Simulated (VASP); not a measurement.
Runs of VASP 6.6.1 on InSbTe3. The structure is that of space group Pm-3m (No. 221), or close to it. The cells are those of the table. The cell was built from a structure type or drawn by symmetry, and may not be a known phase.

```tsv
task	cell	k mesh	cutoff (eV)	gap on the mesh (eV)	pressure (GPa)	relaxed volume (Å³/atom)
single point	a = 5.815 Å, 5 atoms	8 × 8 × 8	520	none	0.0	-
single point	a = 5.187 Å, 5 atoms	4 × 4 × 4	520	none	21.3	-
relaxation of cell and atoms	relaxed from a = 5.187 Å, 5 atoms	4 × 4 × 4	600	none	-0.1	39.79
single point	a = 5.807 Å, 5 atoms	4 × 4 × 4	520	none	(a)	-
relaxation of cell and atoms	relaxed from a = 5.807 Å, 5 atoms	8 × 8 × 8	600	none	0.0	39.34
```

Alike in all rows: level PBE; potentials or basis VASP PAW PBE potentials, release 64 (In_d, Sb, Te); no spin polarisation; smearing gaussian 0.1 eV.

Q: Estimate the missing entries.

A: (a) 0.3.

Caveats: spin-orbit coupling is left out, which moves the levels of the heavy elements; the cell stands under pressure (at least some runs); the volume moved by over 15 % at a fixed basis, so the end points are rough (at least some runs).

A k mesh can miss the band edges, and the runs leave out spin-orbit coupling on In, Sb, Te.

A gap of «none» marks levels without a gap at the run's occupations.
